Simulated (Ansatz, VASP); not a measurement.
Hf3F: VASP beside Ansatz

The input INCAR:

```
SYSTEM = Hf3F
PREC     = Accurate       ! precision mode
ENCUT    = 600            ! plane-wave cutoff, eV
EDIFF    = 1E-7           ! SCF threshold, eV
ISMEAR   = 0              ! smearing method
SIGMA    = 0.1            ! smearing width, eV
LREAL    = .False.        ! projectors in reciprocal space
LASPH    = .True.         ! aspherical terms in the spheres
NELM     = 60             ! most SCF steps
ALGO     = Normal         ! electronic algorithm
ISIF     = 3              ! what is computed and relaxed
LWAVE    = .False.        ! write WAVECAR
LCHARG   = .False.        ! write CHGCAR
GGA      = PE             ! functional
IBRION   = 2              ! ionic algorithm
NSW      = 90             ! ionic steps
EDIFFG   = -0.04          ! ionic threshold
```

Contents of KPOINTS:

```
regular mesh
0
Gamma
  6 6 2
  0 0 0
```

The input POSCAR:

```
Hf3F
1.0
    3.0578660127      0.0000000000      0.0000000000
    0.0000000000      3.1342715423      0.0000000000
    0.0000000000      0.0000000000      8.0010018805
Hf F
3 1
Direct
    0.0000000000      0.0000000000      0.5000000000
    0.5000000000      0.5000000000      0.7731696943
    0.5000000000      0.5000000000      0.2268303057
    0.0000000000      0.0000000000      0.0000000000
```

Input for Ansatz:

```yaml
crystal:
  lattice:
    - [3.0578660127, 0.0, 0.0]
    - [0.0, 3.1342715423, 0.0]
    - [0.0, 0.0, 8.0010018805]
  atoms:
    - { symbol: Hf, position: [0.0, 0.0, 0.5] }
    - { symbol: Hf, position: [0.5, 0.5, 0.7731696943] }
    - { symbol: Hf, position: [0.5, 0.5, 0.2268303057] }
    - { symbol: F, position: [0.0, 0.0, 0.0] }
basis:
  ecutwfc: 420
kpoints:
  mp_grid: { grid: [6, 6, 2] }
hamiltonian:
  xc: pbe
scf:
  occupations: { method: gaussian, width: 0.1 }
  lower_state_search: "off"
output:
  forces: true
  stress: true
  eigenvalues: true
relax:
  adjacent_minimum: "off"
  f_tol: 0.04
  max_steps: 70
  cell: { stress_tol: 0.4 }
```

Change from the starting cell: species swapped into the Mn3Fe type (Pmmm, No. 47).

Alike in both runs: task relaxation of cell and atoms; functional PBE; k mesh 6 × 6 × 2; occupations gaussian, width 0.1 eV; no spin polarisation.

```csv
,VASP,Ansatz
version,VASP 6.6.1,Ansatz 0.2.0
potentials or method,"VASP PAW PBE potentials, release 64 (Hf_pv, F), cutoff 600 eV","scalar-relativistic, plane waves, PAW"
valence electrons in the cell,37,85
```

|  | VASP | Ansatz | Ansatz less VASP |
| --- | --- | --- | --- |
| gap on the k mesh at the Fermi level, each at its own relaxed structure (eV) | none | none | - |
| relaxed volume (Å³/atom) | 18.98 | 19.09 | +0.107 |
| relaxed cell length with the largest relative difference (Å) | 3.076 | 3.088 | +0.0118 |

A gap of «none» marks a metal or a gap that the smearing closes. VASP's potentials hold 37 valence electrons a cell and Ansatz's 85, so a difference there can come from the potentials and not from the codes.

The k mesh is coarse, so the values compare programs but aren't converged. Spin-orbit coupling is off throughout.
